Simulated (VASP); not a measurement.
Write the native input for VASP 6.6.1 that does the following.

```yaml
Task: single point
Functional: PBEsol
Potentials_or_basis: VASP PAW PBE potentials, release 64 (Al, Cu)
Cutoff: 520 eV
k_mesh: 10 × 10 × 10
Occupations: gaussian, width 0.1 eV
Spin: no spin polarisation
Dipole_correction: no
Further_INCAR_settings: ALGO = Fast; EDIFF = 1e-06; NBANDS = 26
```

The structure of Al2Cu lies in POSCAR:

```
Al2Cu
1.0
   -2.9963872427      2.9963872427      2.4142498830
    2.9963872427     -2.9963872427      2.4142498830
    2.9963872427      2.9963872427     -2.4142498830
Al Cu
4 2
Direct
    0.6593302871      0.1593302871      0.8186605742
    0.1593302871      0.3406697129      0.5000000000
    0.3406697129      0.8406697129      0.1813394258
    0.8406697129      0.6593302871      0.5000000000
    0.2500000000      0.2500000000      0.0000000000
    0.7500000000      0.7500000000      0.0000000000
```

The input as run:

INCAR

```
SYSTEM = Al2Cu
PREC     = Accurate       ! precision mode
ENCUT    = 520            ! plane-wave cutoff, eV
EDIFF    = 1E-6           ! SCF threshold, eV
ISMEAR   = 0              ! smearing method
SIGMA    = 0.1            ! smearing width, eV
LREAL    = .FALSE.        ! projectors in reciprocal space
LASPH    = .TRUE.         ! aspherical terms in the spheres
NELM     = 60             ! most SCF steps
ALGO     = Fast           ! electronic algorithm
ISIF     = 2              ! what is computed and relaxed
LWAVE    = .FALSE.        ! write WAVECAR
LCHARG   = .FALSE.        ! write CHGCAR
GGA      = PS             ! functional
NBANDS   = 26             ! bands
```

KPOINTS

```
Automatic mesh
0
G
  10 10 10
  0 0 0
```

Potentials or basis: VASP PAW PBE potentials, release 64 (Al, Cu).

Command:

```bash
$ cat potpaw_PBE.64/Al/POTCAR potpaw_PBE.64/Cu/POTCAR > POTCAR
$ mpirun -np 1 vasp_std > vasp.out
```

Results of the run:

The pressure is 0.3 GPa. The band gap on the k mesh is zero (band 17 reaches 10.84 eV, above the bottom of band 18 at 6.43 eV).

Caveat: the PAW data sets were made with another functional, which shifts forces and pressure a little.

Run time: 2.3 min on 1 thread of Intel Xeon 6975P-C, with other jobs on the host, peak memory 0.34 GiB.
